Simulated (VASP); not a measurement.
Input of a VASP 6.6.1 run:

Contents of INCAR:

```
PREC = Accurate ; ENCUT = 520
EDIFF = 1E-7 ; ISMEAR = -1
SIGMA = 0.1 ; LREAL = F
LASPH = T ; NELM = 150
ALGO = Normal ; ISIF = 2
LWAVE = F ; LCHARG = F
ISPIN = 2 ; MAGMOM = 4 -4 -4 4 0 0 0 0
LORBIT = 11 ; LMAXMIX = 4
GGA = PE ; NBANDS = 36
```

KPOINTS

```
regular mesh
0
Gamma
  1 1 1
```

Contents of POSCAR:

```
AlFe
1.0
    6.1951993290      0.0000000000      0.0000000000
    0.0000000000      6.1951993290      0.0000000000
    0.0000000000      0.0000000000      3.0975996640
Fe Al
4 4
Direct
    0.0054509800     -0.0034117650      0.0241960780
   -0.0087450980      0.5067843140      0.0289019610
    0.5092156860      0.0045882350      0.0275686270
    0.4958823530      0.4955686270      0.0131372550
    0.2541960780      0.2529411760      0.5278823530
    0.2549019610      0.7532549020      0.5187058820
    0.7456470590      0.2463529410      0.5292941180
    0.7403921570      0.7504313730      0.5258431370
```

Potentials or basis: VASP PAW PBE potentials, release 64 (Fe, Al).

Run with:

```bash
$ cat potpaw_PBE.64/Fe/POTCAR potpaw_PBE.64/Al/POTCAR > POTCAR
$ mpirun -np 1 vasp_gam > vasp.out
```

Predict the largest force.

0.413 eV/Å.

What does it give for the site moments?

Fe +2.61, -2.63, -2.02, +2.42; Al -0.00, +0.00 μB.

Stress tensor (GPa, compression positive):
```
 15.94  -0.06  -0.01
 -0.06  16.33   0.02
 -0.01   0.02 -78.73
```

Caveat: the k points lie up to 2.03 Å⁻¹ apart.
